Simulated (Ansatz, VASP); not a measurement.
## One calculation of Au, two programs

```xyz
1
Lattice="0.0000 2.0452 2.0452 2.0452 0.0000 2.0452 2.0452 2.0452 0.0000" Properties=species:S:1:pos:R:3 pbc="T T T"
Au    0.0000    0.0000    0.0000
```

Alike in both runs: functional PBEsol; k mesh 8 × 8 × 8; occupations gaussian, width 0.1 eV; no spin polarisation.

Ansatz relaxed the structure, and its values are those at the end. VASP's run is a single point on that final structure, the one shown.

|  | VASP | Ansatz |
| --- | --- | --- |
| version | VASP 6.6.1 | Ansatz 0.2.0 |
| potentials or method | VASP PAW PBE potentials, release 64 (Au), cutoff 500 eV | scalar-relativistic, plane waves, PAW |
| valence electrons in the cell | 11 | 19 |

|  | VASP | Ansatz | Ansatz less VASP |
| --- | --- | --- | --- |
| gap on the k mesh at the Fermi level (eV) | none | none | - |
| pressure (GPa) | -0.3 | 0.0 | +0.28 |

VASP's potentials were made for PBE, not for PBEsol. A gap of «none» marks a metal or a gap that the smearing closes. VASP's potentials hold 11 valence electrons a cell and Ansatz's 19, so a difference there can come from the potentials and not from the codes.

Neither program's run includes spin-orbit coupling.
